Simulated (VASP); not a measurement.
# Mn (P6_3/mmc) in VASP: single point with PBE

Aim: the single point of Mn with PBE.

Everything below comes from runs of VASP 6.6.1. Logs are shortened: lines on timing, memory, paths and dates and some standing lists are left out, and cuts for length are marked.

### 1 The cell of the first run

The structure is hexagonal, space group P6_3/mmc (No. 194). The conventional cell has a = 4.478 Å, b = 4.478 Å, c = 7.385 Å, α = 90.00°, β = 90.00°, γ = 120.00°. Mn (site symmetry 3m) has 4 Mn at 2.75 to 2.77 Å within 3.6 Å.

This isn't the form of Mn at room conditions, which is a 58-atom cubic cell.

### 2 Single point, PBE, collinear spin, ferromagnetic start

File INCAR:

```
SYSTEM = Mn
ALGO = Normal
EDIFF = 1E-7
ENCUT = 520
GGA = PE
ISIF = 2
ISMEAR = 0
ISPIN = 2
LASPH = .True.
LCHARG = .False.
LMAXMIX = 4
LORBIT = 11
LREAL = .False.
LWAVE = .False.
MAGMOM = 4 4 4 4
NBANDS = 38
NELM = 150
PREC = Accurate
SIGMA = 0.1
```

File KPOINTS:

```
k-points
0
Gamma
  6 6 4
  0 0 0
```

File POSCAR:

```
Mn
1.0
    4.4782619152      0.0000000000      0.0000000000
   -2.2391309576      3.8782885833      0.0000000000
    0.0000000000      0.0000000000      7.3853466725
Mn
4
Direct
    0.6666666667      0.3333333333      0.0627911808
    0.3333333333      0.6666666667      0.5627911808
    0.6666666667      0.3333333333      0.4372088192
    0.3333333333      0.6666666667      0.9372088192
```

Potentials or basis: VASP PAW PBE potentials, release 64 (Mn_pv).

On the command line:

```
> cat potpaw_PBE.64/Mn_pv/POTCAR > POTCAR
> mpirun -np 1 vasp_std > vasp.out
```

OUTCAR:

```text
SYSTEM = Mn
   EDIFF = 1E-7
   ENCUT = 520
   GGA = PE
   ISIF = 2
   ISMEAR = 0
   ISPIN = 2
   LASPH = .True.
   LORBIT = 11
   LREAL = .False.
   NELM = 150
   PREC = Accurate

 ion  position               nearest neighbor table
   1  0.667  0.333  0.063-   4 2.75   4 2.75   4 2.75   3 2.77
   2  0.333  0.667  0.563-   3 2.75   3 2.75   3 2.75   4 2.77
   3  0.667  0.333  0.437-   2 2.75   2 2.75   2 2.75   1 2.77
   4  0.333  0.667  0.937-   1 2.75   1 2.75   1 2.75   2 2.77

  LATTYP: Found a hexagonal cell.
 ALAT       =     4.4782619152
 C/A-ratio  =     1.6491546971

  Lattice vectors:

 A1 = (   4.4782619152,   0.0000000000,   0.0000000000)
 A2 = (  -2.2391309576,   3.8782885833,   0.0000000000)
 A3 = (   0.0000000000,   0.0000000000,   7.3853466725)

Analysis of symmetry for initial positions (statically):
=====================================================================
 Subroutine PRICEL returns:
 Original cell was already a primitive cell.

 Routine SETGRP: Setting up the symmetry group for a
 hexagonal supercell.

 Subroutine GETGRP returns: Found 24 space group operations
 (whereof 12 operations were pure point group operations)
 out of a pool of 24 trial point group operations.

The static configuration has the point symmetry D_3d.
 The point group associated with its full space group is D_6h.

Analysis of symmetry for dynamics (positions and initial velocities):
=====================================================================
 Subroutine PRICEL returns:
 Original cell was already a primitive cell.

 Routine SETGRP: Setting up the symmetry group for a
 hexagonal supercell.

 Subroutine GETGRP returns: Found 24 space group operations
 (whereof 12 operations were pure point group operations)
 out of a pool of 24 trial point group operations.

The dynamic configuration has the point symmetry D_3d.
 The point group associated with its full space group is D_6h.

Analysis of structural, dynamic, and magnetic symmetry:
=====================================================================
 Subroutine PRICEL returns:
 Original cell was already a primitive cell.

 Routine SETGRP: Setting up the symmetry group for a
 hexagonal supercell.

 Subroutine GETGRP returns: Found 24 space group operations
 (whereof 12 operations were pure point group operations)
 out of a pool of 24 trial point group operations.

The overall configuration has the point symmetry D_3d.
 The point group associated with its full space group is D_6h.

 Subroutine INISYM returns: Found 24 space group operations
 (whereof 12 operations are pure point group operations),
 and found     1 'primitive' translations

----------------------------------------------------------------------------------------

                                     Primitive cell

  volume of cell :     128.2686

  direct lattice vectors                    reciprocal lattice vectors
     4.478261915  0.000000000  0.000000000     0.223300919  0.128922846  0.000000000
    -2.239130958  3.878288583  0.000000000     0.000000000  0.257845691  0.000000000
     0.000000000  0.000000000  7.385346672     0.000000000  0.000000000  0.135403258

  length of vectors
     4.478261915  4.478261915  7.385346672     0.257845691  0.257845691  0.135403258

  position of ions in fractional coordinates (direct lattice)
     0.666666667  0.333333333  0.062791181
     0.333333333  0.666666667  0.562791181
     0.666666667  0.333333333  0.437208819
     0.333333333  0.666666667  0.937208819

  ion indices of the primitive-cell ions
   primitive index   ion index
                 1           1
                 2           2
                 3           3
                 4           4

----------------------------------------------------------------------------------------

 KPOINTS: k-points

Automatic generation of k-mesh.
 Grid dimensions read from file:
 generate k-points for:    6    6    4

 Generating k-lattice:

  Cartesian coordinates                     Fractional coordinates (reciprocal lattice)
     0.037216820  0.021487141  0.000000000     0.166666667  0.000000000  0.000000000
     0.000000000  0.042974282  0.000000000     0.000000000  0.166666667  0.000000000
     0.000000000  0.000000000  0.033850814     0.000000000  0.000000000  0.250000000

  Length of vectors
     0.042974282  0.042974282  0.033850814

  Shift w.r.t. Gamma in fractional coordinates (k-lattice)
     0.000000000  0.000000000  0.000000000

 Subroutine IBZKPT returns following result:
 ===========================================

 Found     21 irreducible k-points:

 Following reciprocal coordinates:
            Coordinates               Weight
  0.000000  0.000000  0.000000      1.000000
  0.166667 -0.000000  0.000000      6.000000
  0.333333  0.000000  0.000000      6.000000
  0.500000 -0.000000  0.000000      3.000000
  0.166667  0.166667  0.000000      6.000000
  0.333333  0.166667  0.000000     12.000000
[... 13 lines left out ...]
  0.333333  0.166667  0.500000     12.000000
  0.333333  0.333333  0.500000      2.000000
   k-points           NKPTS =     21   k-points in BZ     NKDIM =     21   number of bands    NBANDS=     38
   number of dos      NEDOS =    301   number of ions     NIONS =      4
   total plane-waves  NPLWV =  72576
   dimension x,y,z NGX =    36 NGY =   36 NGZ =   56
   dimension x,y,z NGXF=    72 NGYF=   72 NGZF=  112
   ions per type =               4
   NGX,Y,Z   is equivalent  to a cutoff of  13.36, 13.36, 12.61 a.u.
   NGXF,Y,Z  is equivalent  to a cutoff of  26.73, 26.73, 25.21 a.u.
 SYSTEM =  Mn
   PREC   = accura    normal or accurate (medium, high low for compatibility)
   ISTART =      0    job   : 0-new  1-cont  2-samecut
   ICHARG =      2    charge: 1-file 2-atom 10-const
   ISPIN  =      2    spin polarized calculation?
   LNONCOLLINEAR =      F non collinear calculations
   LSORBIT =      F    spin-orbit coupling
   LASPH  =      T    aspherical Exc in radial PAW
   ENCUT  =  520.0 eV  38.22 Ry    6.18 a.u.   8.33  8.33 13.73*2*pi/ulx,y,z
   NELM   =    150;   NELMIN=  2; NELMDL= -5     # of ELM steps
   EDIFF  = 0.1E-06   stopping-criterion for ELM
   LREAL  =      F    real-space projection
   EDIFFG = 0.1E-05   stopping-criterion for IOM
   NSW    =      0    number of steps for IOM
   IBRION =     -1    ionic relax: 0-MD 1-quasi-New 2-CG
   NFREE  =      0    steps in history (QN), initial steepest desc. (CG)
   ISIF   =      2    stress and relaxation
   ISYM   =      2    0-nonsym 1-usesym 2-fastsym
   POTIM  = 0.5000    time-step for ionic-motion
   TEBEG  =    0.0;   TEEND  =   0.0 temperature during run
   PSTRESS=    0.0 pullay stress
   NELECT =      52.0000    total number of electrons
   NUPDOWN=      -1.0000    fix difference up-down
   EMIN   =  10.00;   EMAX   =-10.00  energy-range for DOS
   EFERMI =   0.00;   METHOD = LEGACY
   ISMEAR =     0;   SIGMA  =   0.10  broadening in eV -4-tet -1-fermi 0-gaus
   EFERMI_NEDOS =   21; number of points for ismear=-14 and -15
   IALGO  =     38    algorithm
   IMIX   =      4    mixing-type and parameters
     AMIX     =   0.40;   BMIX     =  1.00
     AMIX_MAG =   1.60;   BMIX_MAG =  1.00
  volume/ion in A,a.u.               =      32.07       216.40
  Fermi-wavevector in a.u.,A,eV,Ry     =   1.211627  2.289644 19.973912  1.468041
  Thomas-Fermi vector in A             =   2.347137
   LORBIT       =     11    0 simple, 1 ext, 2 COOP (PROOUT), +10 PAW based schemes
   GGA     = PE    functional components
   LHFCALC =     F    Hartree Fock is set to
   AEXX    =    0.0000 exact exchange contribution
   IVDW    =     0    specifies the selected vdW correction
   LEPSILON=     F    determine dielectric tensor
   LRPA    =     F    only Hartree local field effects (RPA)
 spin polarized calculation
 Gauss-broadening in eV      SIGMA  =   0.10
  energy-cutoff  :      520.00
  volume of cell :      128.27
 maximum number of plane-waves:      3474
 NGX is ok and might be reduce to    36
   NGX = 17   NGY = 17   NGZ = 27

 number of electron      51.9999955 magnetization      17.5376807

 Free energy of the ion-electron system (eV)
  ---------------------------------------------------
  ext. energy  EPLUGINS =         0.00000000
  ---------------------------------------------------
  free energy    TOTEN  =       -26.57468760 eV

  energy without entropy =      -26.52784918  energy(sigma->0) =      -26.55126839

 E-fermi :   1.6813     XC(G=0):  -8.2954

 val. band max:        1.6773947529   @ k =   0.1667  -0.0000   0.5000
 cond. band min:       1.6950009718   @ k =   0.3333   0.3333   0.2500
 fundamental gap:      0.0176062189
 Fermi energy:         1.6813210818

 spin component 1

 k-point     1 :       0.0000    0.0000    0.0000
  band No.  band energies     occupation
      1     -48.6033      1.00000
      2     -48.6033      1.00000
      3     -48.5975      1.00000
      4     -48.5975      1.00000
      5     -48.5825      1.00000
      6     -48.5763      1.00000
[... 30 lines left out ...]
     37       5.8931      0.00000
     38       7.6050      0.00000
[... 818 lines left out ...]
     37       2.3862      0.00000
     38       2.3862      0.00000
 Fermi energy:         1.6813210818

 spin component 2

 k-point     1 :       0.0000    0.0000    0.0000
  band No.  band energies     occupation
      1     -44.3089      1.00000
      2     -44.3089      1.00000
      3     -44.3020      1.00000
      4     -44.3020      1.00000
      5     -44.2984      1.00000
      6     -44.2921      1.00000
[... 30 lines left out ...]
     37       7.3184      0.00000
     38       9.0901      0.00000
[... 818 lines left out ...]
     37       4.3036      0.00000
     38       4.3036      0.00000

------------------------ aborting loop because EDIFF is reached ----------------------------------------

  FORCE on cell =-STRESS in cart. coord.  units (eV):
  Direction    XX          YY          ZZ          XY          YZ          ZX
  --------------------------------------------------------------------------------------
  -------------------------------------------------------------------------------------
  Total       -1.9570012     -1.9570012     -2.3559386      0.0000000     -0.0000000      0.0000000
  in kB      -24.4445007    -24.4445007    -29.4275458      0.0000000     -0.0000000      0.0000000
  external PRESSURE =     -26.1055158 kB  Pullay stress =       0.0000000 kB

 VOLUME and BASIS-vectors are now :
 -----------------------------------------------------------------------------
  energy-cutoff  :      520.00
  volume of cell :      128.27
      direct lattice vectors                 reciprocal lattice vectors
     4.478261915  0.000000000  0.000000000     0.223300919  0.128922846  0.000000000
    -2.239130958  3.878288583  0.000000000     0.000000000  0.257845691  0.000000000
     0.000000000  0.000000000  7.385346672     0.000000000  0.000000000  0.135403258

 POSITION                                       TOTAL-FORCE (eV/Angst)
 -----------------------------------------------------------------------------------
      2.23913      1.29276      0.46373         0.000000     -0.000000      0.039852
     -0.00000      2.58553      4.15641        -0.000000      0.000000      0.039852
      2.23913      1.29276      3.22894         0.000000     -0.000000     -0.039852
     -0.00000      2.58553      6.92161        -0.000000      0.000000     -0.039852
 -----------------------------------------------------------------------------------
    total drift:                                0.000000     -0.000000      0.000000

  FREE ENERGIE OF THE ION-ELECTRON SYSTEM (eV)
  ---------------------------------------------------
  free  energy   TOTEN  =       -26.5746875994 eV

  energy  without entropy=      -26.5278491800  energy(sigma->0) =      -26.55126839

 total charge

# of ion       s       p       d       tot
------------------------------------------
    1        0.363   6.084   4.909  11.356
    2        0.363   6.084   4.909  11.356
    3        0.363   6.084   4.909  11.356
    4        0.363   6.084   4.909  11.356
--------------------------------------------------
tot          1.453  24.335  19.634  45.422

 magnetization (x)

# of ion       s       p       d       tot
------------------------------------------
    1        0.032   0.031   4.035   4.098
    2        0.032   0.031   4.035   4.098
    3        0.032   0.031   4.035   4.098
    4        0.032   0.031   4.035   4.098
--------------------------------------------------
tot          0.128   0.124  16.142  16.393
```

Wall time 3.9 min (1 thread of Intel Xeon Platinum 8488C (Sapphire Rapids), shared host); peak memory 0.37 GiB.

Results:

```
Free energy                                           : -26.5747 eV
Pressure                                              : -2.6 GPa
Largest force                                         : 0.040 eV/Å
Net moment                                            : 17.54 μB per cell
Site moments                                          : Mn +4.10 μB
Valence electrons inside the program's atomic spheres : Mn 11.36
```

Forces on the atoms (eV/Å):
```
Mn   0.000  0.000  0.040
Mn   0.000  0.000  0.040
Mn   0.000  0.000 -0.040
Mn   0.000  0.000 -0.040
```
